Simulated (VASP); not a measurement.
Zn2Cd3Se, 6 atoms in the cell. The structure is tetragonal, space group P-4m2 (No. 115). The conventional cell has a = 4.387 Å, b = 4.387 Å, c = 7.428 Å, α = 90.00°, β = 90.00°, γ = 90.00°. Within 3.6 Å of Zn (site symmetry 2mm) lie 7 Cd at 2.73 to 3.49 Å and 2 Se at 3.03 Å. Within 4.0 Å of Cd (site symmetry 2mm) lie 2 Se at 2.87 Å and 2 Cd at 2.88 Å and 6 Zn at 3.11 to 3.93 Å. Cd (site symmetry -4m2) has 4 Zn at 2.73 Å and 4 Cd at 2.88 Å within 3.6 Å. Within 3.8 Å of Se (site symmetry -4m2) lie 4 Cd at 2.87 Å and 4 Zn at 3.03 Å. 

| Item | Value |
| --- | --- |
| Program | VASP 6.6.1 |
| Task | relaxation of cell and atoms |
| Functional | PBE |
| Potentials or basis | VASP PAW PBE potentials, release 64 (Zn, Cd, Se) |
| Cutoff | 600 eV |
| k mesh | 8 × 8 × 4 |
| Occupations | gaussian, width 0.1 eV |
| Spin | no spin polarisation |
| Dipole correction | no |
| Further INCAR settings | ALGO = Normal; EDIFF = 1e-07; IBRION = 2; EDIFFG = -0.01; NSW = 100; ISIF = 3 |

Potentials or basis: VASP PAW PBE potentials, release 64 (Zn, Cd, Se).

Command:

```bash
$ cat potpaw_PBE.64/Zn/POTCAR potpaw_PBE.64/Cd/POTCAR potpaw_PBE.64/Se/POTCAR > POTCAR
$ mpirun -np 1 vasp_std > vasp.out
```

Hardware: 1 thread of Intel(R) Xeon(R) 6975P-C (Granite Rapids) (shared host).

Q: How long does it take, and how much memory?

A: It took 21 min on 1 thread of Intel(R) Xeon(R) 6975P-C (Granite Rapids) (shared host), peak memory 0.47 GiB. Counts: scf iterations 114, k points 45, ion steps 13.
